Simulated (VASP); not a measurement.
A run of VASP 6.6.1:

File INCAR:

```
SYSTEM = CoSi
PREC = Accurate
ENCUT = 520
EDIFF = 1E-6
ISMEAR = -1
SIGMA = 0.1
LREAL = .False.
LASPH = .True.
NELM = 60
ALGO = Normal
ISIF = 2
LWAVE = .False.
LCHARG = .True.
GGA = PE
LELF = .True.
LVHAR = .True.
NBANDS = 14
```

File KPOINTS:

```
regular mesh
0
Gamma
  16 16 16
  0 0 0
```

POSCAR

```
CoSi
1.0
    0.0000000000      2.0743209116      2.0743209116
    2.0743209116      0.0000000000      2.0743209116
    2.0743209116      2.0743209116      0.0000000000
Co Si
1 1
Direct
    0.0000000000      0.0000000000      0.0000000000
    0.5000000000      0.5000000000      0.5000000000
```

Potentials or basis: VASP PAW PBE potentials, release 64 (Co, Si).

Command:

```sh
$ cat potpaw_PBE.64/Co/POTCAR potpaw_PBE.64/Si/POTCAR > POTCAR
$ mpirun -np 1 vasp_std > vasp.out
```

Hardware: 1 thread of Intel(R) Xeon(R) 6975P-C (Granite Rapids), with other jobs on the host.

**Question.** Estimate the wall time of this run.

**Answer.** It took 28 s on 1 thread of Intel(R) Xeon(R) 6975P-C (Granite Rapids) (shared host), peak memory 0.17 GiB. Counts: scf iterations 13, k points 145.
